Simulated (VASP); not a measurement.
Runs of VASP 6.6.1 on SrTiO3. The structure is that of space group Pm-3m (No. 221), or close to it. The cells are those of the table. 

```csv
cell,gap on the mesh (eV),pressure (GPa)
"a = 3.825 Å, 5 atoms",2.52,23.2
"a = 3.907 Å, 5 atoms",2.38,8.5
"a = 3.986 Å, 5 atoms",2.24,-2.2
"a = 3.947 Å, 5 atoms",(a),2.7
"a = 4.075 Å, 5 atoms",(b),-11.1
"a = 4.025 Å, 5 atoms",2.17,-6.4
"a = 3.867 Å, 5 atoms",2.45,15.2
```

Alike in all rows: task single point; level PBE+U; potentials or basis VASP PAW PBE potentials, release 64 (Sr_sv, Ti_sv, O); no spin polarisation; Ti d U = 4.0 eV; k mesh 8 × 8 × 8; cutoff (eV) 520; smearing gaussian 0.02 eV.

Problem. Fill in the values left out.

Solution. (a) 2.31; (b) 2.08.

Caveats: the cell stands under pressure (at least some runs); the cell stands under tension (at least some runs).

A k mesh can miss the band edges, and the runs leave out spin-orbit coupling on Sr.
